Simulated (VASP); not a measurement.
Crystal: PbSe.

```
Pb Se
1.0
     3.85854    0.00000    0.00000
     0.00000    3.85854    0.00000
     0.00000    0.00000    3.85854
Pb Se
1 1
Cartesian
  0.0000 0.0000 0.0000
  1.9293 1.9293 1.9293
```

Base run:

* Program: VASP 6.6.1
* Functional: r2SCAN
* Potentials or basis: VASP PAW PBE potentials, release 64 (Pb_d, Se)
* Cutoff: 520 eV
* k mesh: 7 × 7 × 7
* Occupations: fermi-dirac, width 0.05 eV
* Spin: no spin polarisation

Its results: band gap on the k mesh 0.18 eV, indirect (least direct gap 1.16 eV); pressure -3.3 GPa.

Task: After a change of settings the same cell gave: band gap on the k mesh zero (band 10 reaches 4.58 eV, above the bottom of band 11 at 4.50 eV); pressure -5.4 GPa. Which change was it?
A. functional from r2SCAN to LDA; potentials or basis from VASP PAW PBE potentials, release 64 (Pb_d, Se) to VASP PAW LDA potentials, release 64 (Pb_d, Se)
B. functional from r2SCAN to PBEsol
C. functional from r2SCAN to PBE
D. functional from r2SCAN to HSE06; k mesh from 7 × 7 × 7 to 4 × 4 × 4

Result: B.

r2SCAN gives the wider gap, since meta-GGAs in the generalised Kohn-Sham scheme recover part of the derivative discontinuity.

Caveats: the PAW data sets were made with another functional, which shifts forces and pressure a little; spin-orbit coupling is left out, which moves the levels of the heavy elements.
